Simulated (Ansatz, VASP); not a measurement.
## Two plane-wave programs on BN

File POSCAR:

```
BN
1.0
    2.5009753125      0.0000000000      0.0000000000
   -1.2504876563      2.1659081548      0.0000000000
    0.0000000000      0.0000000000      6.8741616654
B N
2 2
Direct
    0.3333333333      0.6666666667      0.2500000000
    0.6666666667      0.3333333333      0.7500000000
    0.2930031709      0.7768507195      0.7500000000
    0.6666666667      0.3333333333      0.2500000000
```

Contents of INCAR.step1:

```
SYSTEM = BN
PREC     = Accurate       ! precision mode
ENCUT    = 520            ! plane-wave cutoff, eV
ISMEAR   = 0              ! smearing method
SIGMA    = 0.05           ! smearing width, eV
LREAL    = .FALSE.        ! projectors in reciprocal space
LASPH    = .TRUE.         ! aspherical terms in the spheres
NELM     = 80             ! most SCF steps
NBANDS   = 16             ! bands
GGA      = PE             ! functional
ALGO     = Normal         ! electronic algorithm
EDIFF    = 1E-4           ! SCF threshold, eV
LWAVE    = .TRUE.         ! write WAVECAR
LCHARG   = .FALSE.        ! write CHGCAR
```

The input INCAR.step2:

```
SYSTEM = BN
PREC     = Accurate       ! precision mode
ENCUT    = 520            ! plane-wave cutoff, eV
EDIFF    = 1E-7           ! SCF threshold, eV
ISMEAR   = 0              ! smearing method
SIGMA    = 0.05           ! smearing width, eV
LREAL    = .FALSE.        ! projectors in reciprocal space
LASPH    = .TRUE.         ! aspherical terms in the spheres
NELM     = 80             ! most SCF steps
ALGO     = Normal         ! electronic algorithm
ISIF     = 2              ! what is computed and relaxed
LWAVE    = .FALSE.        ! write WAVECAR
LCHARG   = .FALSE.        ! write CHGCAR
METAGGA  = R2SCAN         ! meta-GGA
LMIXTAU  = .TRUE.       
NBANDS   = 16             ! bands
ISTART   = 1
```

File KPOINTS:

```
Automatic mesh
0
G
  12 12 4
  0 0 0
```

Input for Ansatz:

```yaml
crystal:
  lattice:
    - [2.5009753125, 0.0, 0.0]
    - [-1.2504876563, 2.1659081548, 0.0]
    - [0.0, 0.0, 6.8741616654]
  atoms:
    - { symbol: B, position: [0.3333333333, 0.6666666667, 0.25] }
    - { symbol: B, position: [0.6666666667, 0.3333333333, 0.75] }
    - { symbol: "N", position: [0.2930031709, 0.7768507195, 0.75] }
    - { symbol: "N", position: [0.6666666667, 0.3333333333, 0.25] }
basis:
  ecutwfc: 500
kpoints:
  mp_grid: { grid: [12, 12, 4] }
hamiltonian:
  xc: r2scan
scf:
  occupations: { method: gaussian, width: 0.05 }
output:
  forces: true
  stress: true
  eigenvalues: true
```

Alike in both runs: task single point; functional r2SCAN; k mesh 12 × 12 × 4; occupations gaussian, width 0.05 eV; no spin polarisation.

```csv
,VASP,Ansatz
version,VASP 6.6.1,Ansatz 0.2.0
potentials or method,"VASP PAW PBE potentials, release 64 (B, N), cutoff 520 eV","scalar-relativistic, plane waves, PAW"
valence electrons in the cell,16,16
```

```csv
,VASP,Ansatz,Ansatz less VASP
gap on the k mesh at the Fermi level (eV),2.27,2.23,-0.043
least direct gap on the mesh (eV),3.41,3.42,+0.009
pressure (GPa),16.4,16.2,-0.17
"traceless stress, the component that is largest in VASP (GPa)",24.32,24.13,-0.187
rms of the force components (eV/Å),4.358,4.374,+0.0160
```

VASP's potentials were made for PBE, not for r2SCAN. Atom by atom the forces differ by 0.032 eV/Å (rms over components).
